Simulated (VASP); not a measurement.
# GaSi2 (Fd-3m) in VASP: relaxation of cell and atoms with r2SCAN

Aim: the relaxation of cell and atoms of GaSi2 with r2SCAN.

All numbers are computed with VASP 6.6.1; they aren't measurements. Logs are shortened: lines on timing, memory, paths and dates and some standing lists are left out, and cuts for length are marked.

## 1. The cell of the first run

Symmetry: Fd-3m, No. 227, cubic system. Conventional cell: a = 7.257 Å, b = 7.257 Å, c = 7.257 Å, α = 90.00°, β = 90.00°, γ = 90.00°. Ga (site symmetry -43m) has 12 Si at 3.01 Å and 4 Ga at 3.14 Å within 4.0 Å. Si (site symmetry -3m) has 6 Si at 2.57 Å and 6 Ga at 3.01 Å within 3.4 Å.

## 2. Relaxation of cell and atoms, r2SCAN

The input, POSCAR:

```
GaSi2
1.0
    0.0000000000      3.6283849052      3.6283849052
    3.6283849052      0.0000000000      3.6283849052
    3.6283849052      3.6283849052      0.0000000000
Ga Si
2 4
Direct
    0.0000000000      0.0000000000      0.0000000000
    0.2500000000      0.2500000000      0.2500000000
    0.6250000000      0.6250000000      0.6250000000
    0.1250000000      0.6250000000      0.6250000000
    0.6250000000      0.6250000000      0.1250000000
    0.6250000000      0.1250000000      0.6250000000
```

The input, INCAR.step1:

```
PREC = Accurate ; ENCUT = 600
ISMEAR = 0 ; SIGMA = 0.1
LREAL = False ; LASPH = True
NELM = 60 ; GGA = PE
ALGO = Normal ; EDIFF = 1E-4
LWAVE = True ; LCHARG = False
```

The input, INCAR.step2:

```
PREC = Accurate ; ENCUT = 600
EDIFF = 1E-7 ; ISMEAR = 0
SIGMA = 0.1 ; LREAL = False
LASPH = True ; NELM = 60
ALGO = Normal ; ISIF = 3
LWAVE = False ; LCHARG = False
METAGGA = R2SCAN ; LMIXTAU = True
IBRION = 2 ; NSW = 100
EDIFFG = -0.01 ; ISTART = 1
```

The input, KPOINTS:

```
regular mesh
0
Gamma
  10 10 10
```

Potentials or basis: VASP PAW PBE potentials, release 64 (Ga_d, Si).

Command:

```console
cat potpaw_PBE.64/Ga_d/POTCAR potpaw_PBE.64/Si/POTCAR > POTCAR
cp INCAR.step1 INCAR
mpirun -np 1 vasp_std > vasp.out
cp INCAR.step2 INCAR
mpirun -np 1 vasp_std > vasp.out
```

OUTCAR:

```text
PREC = Accurate
   ENCUT = 600
   EDIFF = 1E-7
   ISMEAR = 0
   LREAL = False
   LASPH = True
   NELM = 60
   ISIF = 3
   METAGGA = R2SCAN
   IBRION = 2
   NSW = 100
   EDIFFG = -0.01
   ISTART = 1

 ion  position               nearest neighbor table
   1  0.000  0.000  0.000-   3 3.01   3 3.01   4 3.01   5 3.01   6 3.01   3 3.01   6 3.01   4 3.01
                             6 3.01   5 3.01   4 3.01   5 3.01
   2  0.250  0.250  0.250-   4 3.01   5 3.01   6 3.01   3 3.01   3 3.01   3 3.01   4 3.01   4 3.01
                             5 3.01   6 3.01   5 3.01   6 3.01
   3  0.625  0.625  0.625-   4 2.57   5 2.57   6 2.57   5 2.57   6 2.57   4 2.57   1 3.01   2 3.01
                             1 3.01   2 3.01   1 3.01   2 3.01
   4  0.125  0.625  0.625-   3 2.57   5 2.57   6 2.57   3 2.57   5 2.57   6 2.57   1 3.01   2 3.01
                             2 3.01   1 3.01   2 3.01   1 3.01
   5  0.625  0.625  0.125-   3 2.57   3 2.57   4 2.57   6 2.57   6 2.57   4 2.57   1 3.01   2 3.01
                             1 3.01   2 3.01   1 3.01   2 3.01
   6  0.625  0.125  0.625-   3 2.57   5 2.57   3 2.57   4 2.57   5 2.57   4 2.57   1 3.01   2 3.01
                             1 3.01   2 3.01   1 3.01   2 3.01

  LATTYP: Found a face centered cubic cell.
 ALAT       =     7.2567698104

  Lattice vectors:

 A1 = (   0.0000000000,   3.6283849052,   3.6283849052)
 A2 = (   3.6283849052,   0.0000000000,   3.6283849052)
 A3 = (   3.6283849052,   3.6283849052,   0.0000000000)

Analysis of symmetry for initial positions (statically):
=====================================================================
 Subroutine PRICEL returns:
 Original cell was already a primitive cell.

 Routine SETGRP: Setting up the symmetry group for a
 face centered cubic supercell.

 Subroutine GETGRP returns: Found 48 space group operations
 (whereof 24 operations were pure point group operations)
 out of a pool of 48 trial point group operations.

The static configuration has the point symmetry T_d .
 The point group associated with its full space group is O_h .

Analysis of symmetry for dynamics (positions and initial velocities):
=====================================================================
 Subroutine PRICEL returns:
 Original cell was already a primitive cell.

 Routine SETGRP: Setting up the symmetry group for a
 face centered cubic supercell.

 Subroutine GETGRP returns: Found 48 space group operations
 (whereof 24 operations were pure point group operations)
 out of a pool of 48 trial point group operations.

The dynamic configuration has the point symmetry T_d .
 The point group associated with its full space group is O_h .

 Subroutine INISYM returns: Found 48 space group operations
 (whereof 24 operations are pure point group operations),
 and found     1 'primitive' translations

----------------------------------------------------------------------------------------

                                     Primitive cell

  volume of cell :      95.5367

  direct lattice vectors                    reciprocal lattice vectors
     0.000000000  3.628384905  3.628384905    -0.137802359  0.137802359  0.137802359
     3.628384905  0.000000000  3.628384905     0.137802359 -0.137802359  0.137802359
     3.628384905  3.628384905  0.000000000     0.137802359  0.137802359 -0.137802359

  length of vectors
     5.131311142  5.131311142  5.131311142     0.238680688  0.238680688  0.238680688

  position of ions in fractional coordinates (direct lattice)
     0.000000000  0.000000000  0.000000000
     0.250000000  0.250000000  0.250000000
     0.625000000  0.625000000  0.625000000
     0.125000000  0.625000000  0.625000000
     0.625000000  0.625000000  0.125000000
     0.625000000  0.125000000  0.625000000

  ion indices of the primitive-cell ions
   primitive index   ion index
                 1           1
                 2           2
                 3           3
                 4           4
                 5           5
                 6           6

----------------------------------------------------------------------------------------

 KPOINTS: regular mesh

Automatic generation of k-mesh.
 Grid dimensions read from file:
 generate k-points for:   10   10   10

 Generating k-lattice:

  Cartesian coordinates                     Fractional coordinates (reciprocal lattice)
    -0.013780236  0.013780236  0.013780236     0.100000000  0.000000000  0.000000000
     0.013780236 -0.013780236  0.013780236     0.000000000  0.100000000  0.000000000
     0.013780236  0.013780236 -0.013780236     0.000000000  0.000000000  0.100000000

  Length of vectors
[... 39 lines left out ...]
   total plane-waves  NPLWV =  74088
   dimension x,y,z NGX =    42 NGY =   42 NGZ =   42
   dimension x,y,z NGXF=    84 NGYF=   84 NGZF=   84
   ions per type =               2   4
   NGX,Y,Z   is equivalent  to a cutoff of  13.61, 13.61, 13.61 a.u.
   NGXF,Y,Z  is equivalent  to a cutoff of  27.21, 27.21, 27.21 a.u.
 SYSTEM =  unknown system
   PREC   = accura    normal or accurate (medium, high low for compatibility)
   ISTART =      1    job   : 0-new  1-cont  2-samecut
   ICHARG =      0    charge: 1-file 2-atom 10-const
   ISPIN  =      1    spin polarized calculation?
   LNONCOLLINEAR =      F non collinear calculations
   LSORBIT =      F    spin-orbit coupling
   LASPH  =      T    aspherical Exc in radial PAW
   ENCUT  =  600.0 eV  44.10 Ry    6.64 a.u.  10.25 10.25 10.25*2*pi/ulx,y,z
   NELM   =     60;   NELMIN=  2; NELMDL=  0     # of ELM steps
   EDIFF  = 0.1E-06   stopping-criterion for ELM
   LREAL  =      F    real-space projection
   EDIFFG = -.1E-01   stopping-criterion for IOM
   NSW    =    100    number of steps for IOM
   IBRION =      2    ionic relax: 0-MD 1-quasi-New 2-CG
   NFREE  =      1    steps in history (QN), initial steepest desc. (CG)
   ISIF   =      3    stress and relaxation
   ISYM   =      2    0-nonsym 1-usesym 2-fastsym
   POTIM  = 0.5000    time-step for ionic-motion
   TEBEG  =    0.0;   TEEND  =   0.0 temperature during run
   PSTRESS=    0.0 pullay stress
   NELECT =      42.0000    total number of electrons
   NUPDOWN=      -1.0000    fix difference up-down
   EMIN   =  10.00;   EMAX   =-10.00  energy-range for DOS
   EFERMI =   0.00;   METHOD = LEGACY
   ISMEAR =     0;   SIGMA  =   0.10  broadening in eV -4-tet -1-fermi 0-gaus
   EFERMI_NEDOS =   21; number of points for ismear=-14 and -15
   IALGO  =     38    algorithm
   IMIX   =      4    mixing-type and parameters
     AMIX     =   0.40;   BMIX     =  1.00
     AMIX_MAG =   1.60;   BMIX_MAG =  1.00
  volume/ion in A,a.u.               =      15.92       107.45
  Fermi-wavevector in a.u.,A,eV,Ry     =   1.244805  2.352340 21.082757  1.549539
  Thomas-Fermi vector in A             =   2.379055
   LORBIT       =      0    0 simple, 1 ext, 2 COOP (PROOUT), +10 PAW based schemes
   METAGGA = R2SCAN    functional components
   LHFCALC =     F    Hartree Fock is set to
   AEXX    =    0.0000 exact exchange contribution
   IVDW    =     0    specifies the selected vdW correction
   LEPSILON=     F    determine dielectric tensor
   LRPA    =     F    only Hartree local field effects (RPA)
 conjugate gradient relaxation of ions
 non-spin polarized calculation
 Gauss-broadening in eV      SIGMA  =   0.10
  energy-cutoff  :      600.00
  volume of cell :       95.54
 maximum number of plane-waves:      3250
 NGX is ok and might be reduce to    42
   NGX = 21   NGY = 21   NGZ = 21

--------------------------------------- Ionic step        1  -------------------------------------------

 number of electron      41.9999981 magnetization

 Free energy of the ion-electron system (eV)
  ---------------------------------------------------
  ext. energy  EPLUGINS =         0.00000000
  ---------------------------------------------------
  free energy    TOTEN  =       -54.56712019 eV

  energy without entropy =      -54.55538825  energy(sigma->0) =      -54.56125422

------------------------ aborting loop because EDIFF is reached ----------------------------------------

  FORCE on cell =-STRESS in cart. coord.  units (eV):
  Direction    XX          YY          ZZ          XY          YZ          ZX
  --------------------------------------------------------------------------------------
  -------------------------------------------------------------------------------------
  Total        0.4982409      0.4982409      0.4982409      0.0000000      0.0000000     -0.0000000
  in kB        8.3556428      8.3556428      8.3556428      0.0000000      0.0000000     -0.0000000
  external PRESSURE =       8.3556428 kB  Pullay stress =       0.0000000 kB

 VOLUME and BASIS-vectors are now :
 -----------------------------------------------------------------------------
  energy-cutoff  :      600.00
  volume of cell :       95.54
      direct lattice vectors                 reciprocal lattice vectors
     0.000000000  3.628384905  3.628384905    -0.137802359  0.137802359  0.137802359
     3.628384905  0.000000000  3.628384905     0.137802359 -0.137802359  0.137802359
     3.628384905  3.628384905  0.000000000     0.137802359  0.137802359 -0.137802359

 POSITION                                       TOTAL-FORCE (eV/Angst)
 -----------------------------------------------------------------------------------
      0.00000      0.00000      0.00000         0.000000     -0.000000      0.000000
      1.81419      1.81419      1.81419         0.000000      0.000000      0.000000
      4.53548      4.53548      4.53548        -0.000000      0.000000     -0.000000
      4.53548      2.72129      2.72129        -0.000000      0.000000     -0.000000
      2.72129      2.72129      4.53548        -0.000000      0.000000     -0.000000
      2.72129      4.53548      2.72129        -0.000000      0.000000     -0.000000
 -----------------------------------------------------------------------------------
    total drift:                               -0.000000     -0.000000      0.000000

  FREE ENERGIE OF THE ION-ELECTRON SYSTEM (eV)
  ---------------------------------------------------
  free  energy   TOTEN  =       -54.5671201907 eV

  energy  without entropy=      -54.5553882496  energy(sigma->0) =      -54.56125422

--------------------------------------- Ionic step        2  -------------------------------------------

 number of electron      41.9999987 magnetization

 Free energy of the ion-electron system (eV)
  ---------------------------------------------------
  ext. energy  EPLUGINS =         0.00000000
  ---------------------------------------------------
  free energy    TOTEN  =       -54.56991841 eV

  energy without entropy =      -54.55736082  energy(sigma->0) =      -54.56363962

 E-fermi :   8.1918     XC(G=0): -11.9603

 val. band max:        8.1876436672   @ k =  -0.4000   0.5000   0.1000
 cond. band min:       8.2385140712   @ k =  -0.4000   0.4000   0.1000
 fundamental gap:      0.0508704040
 Fermi energy:         8.1918352768

 k-point     1 :       0.0000    0.0000    0.0000
  band No.  band energies     occupation
      1      -7.2911      2.00000
      2      -7.2911      2.00000
      3      -7.2809      2.00000
      4      -7.2809      2.00000
      5      -7.2808      2.00000
      6      -7.2052      2.00000
[... 661 lines left out ...]
     24       9.8150      0.00000
     25      10.1545      0.00000

 [... further k-points ...]
[... 5 lines left out ...]
  --------------------------------------------------------------------------------------
  -------------------------------------------------------------------------------------
  Total       -0.0188698     -0.0188698     -0.0188698     -0.0000000     -0.0000000      0.0000000
  in kB       -0.3126790     -0.3126790     -0.3126790     -0.0000000     -0.0000000      0.0000000
  external PRESSURE =      -0.3126790 kB  Pullay stress =       0.0000000 kB

 VOLUME and BASIS-vectors are now :
 -----------------------------------------------------------------------------
  energy-cutoff  :      600.00
  volume of cell :       96.69
      direct lattice vectors                 reciprocal lattice vectors
     0.000000000  3.642920494  3.642920494    -0.137252515  0.137252515  0.137252515
     3.642920494  0.000000000  3.642920494     0.137252515 -0.137252515  0.137252515
     3.642920494  3.642920494 -0.000000000     0.137252515  0.137252515 -0.137252515

 POSITION                                       TOTAL-FORCE (eV/Angst)
 -----------------------------------------------------------------------------------
      3.64292      7.28584      3.64292         0.000000      0.000000      0.000000
      1.82146      1.82146      1.82146        -0.000000     -0.000000     -0.000000
      4.55365      4.55365      4.55365         0.000000     -0.000000     -0.000000
      4.55365      2.73219      2.73219         0.000000     -0.000000     -0.000000
      2.73219      2.73219      4.55365         0.000000     -0.000000     -0.000000
      2.73219      4.55365      2.73219         0.000000     -0.000000     -0.000000
 -----------------------------------------------------------------------------------
    total drift:                               -0.000000     -0.000000      0.000000

  FREE ENERGIE OF THE ION-ELECTRON SYSTEM (eV)
  ---------------------------------------------------
  free  energy   TOTEN  =       -54.5699184125 eV

  energy  without entropy=      -54.5573608217  energy(sigma->0) =      -54.56363962

 reached required accuracy - stopping structural energy minimisation
```

Run time: 35 min. Hardware: 1 thread of Oxide Virtual Turin-like, shared host; peak memory 0.33 GiB.

What came out:

```yaml
Free_energy: -54.5699 eV
Relaxed_volume: 16.11 Å³/atom
Relaxed_cell: a = 5.152 Å, b = 5.152 Å, c = 5.152 Å, α = 60.00°, β = 60.00°, γ = 60.00°
Space_group_after_relaxing_to_0.1_Å: Fd-3m (No. 227)
Energy_gained_by_relaxing: 0.5 meV/atom
Ionic_steps: 2
Pressure_after_relaxing: 0.0 GPa
```

Step by step:
```csv
step,energy change (eV),largest force (eV/Å),pressure (GPa),volume (Å³)
1,0.0000,0.0000,0.84,95.54
2,-0.0028,0.0000,-0.03,96.69
```

Final structure:
```yaml
crystal:
  lattice:
    - [0.00000, 3.64292, 3.64292]
    - [3.64292, 0.00000, 3.64292]
    - [3.64292, 3.64292, 0.00000]
  atoms:
    - { symbol: Ga, position: [0.00000, 0.00000, 0.00000] }
    - { symbol: Ga, position: [0.25000, 0.25000, 0.25000] }
    - { symbol: Si, position: [0.62500, 0.62500, 0.62500] }
    - { symbol: Si, position: [0.12500, 0.62500, 0.62500] }
    - { symbol: Si, position: [0.62500, 0.62500, 0.12500] }
    - { symbol: Si, position: [0.62500, 0.12500, 0.62500] }
```

Levels at points of the mesh, in eV from the Fermi level:
```tsv
k point	band 19	band 20	band 21	band 22	band 23	band 24
(0.00, 0.00, 0.00)	-5.01	-2.14	-1.99	-1.99	-0.88	-0.88
(0.50, 0.00, 0.00)	-1.06	-0.73	-0.12	-0.12	0.27	0.27
(0.50, 0.50, 0.00)	-0.06	-0.06	0.60	0.60	1.28	1.28
```

Caveat: the highest band is partly filled, so the run has too few bands; the PAW data sets were made with another functional, which shifts forces and pressure a little.
